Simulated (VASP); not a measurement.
The system is Si2Mo.

```
Mo Si
1.0
    -1.60000    1.60000    3.93050
     1.60000   -1.60000    3.93050
     1.60000    1.60000   -3.93050
Mo Si
1 2
Direct
  0.00000 0.00000 0.00000
  0.66700 0.66700 0.00000
  0.33300 0.33300 0.00000
```

Base run:

```yaml
Program: VASP 6.6.1
Functional: PBEsol
Potentials_or_basis: VASP PAW PBE potentials, release 64 (Mo_sv, Si)
Cutoff: 520 eV
k_mesh: 12 × 12 × 12
Occupations: gaussian, width 0.1 eV
Spin: no spin polarisation
```

Its results: band gap on the k mesh zero (bands 11 and 12 overlap by 1.04 eV); pressure -2.4 GPa; largest force 0.322 eV/Å.

**Question.** The run is repeated on the same cell with these changes: occupations from gaussian, width 0.1 eV to fermi-dirac, width 0.05 eV; hubbard terms from none to Mo d U = 6.0 eV. What comes out?

**Answer.** Band gap on the k mesh zero (bands 11 and 12 overlap by 0.77 eV); pressure 1.5 GPa; largest force 0.545 eV/Å.

Caveats: the PAW data sets were made with another functional, which shifts forces and pressure a little; U without spin polarisation on a metal has little footing (at least some runs); the U is typed as a test and isn't derived for this compound (at least some runs).
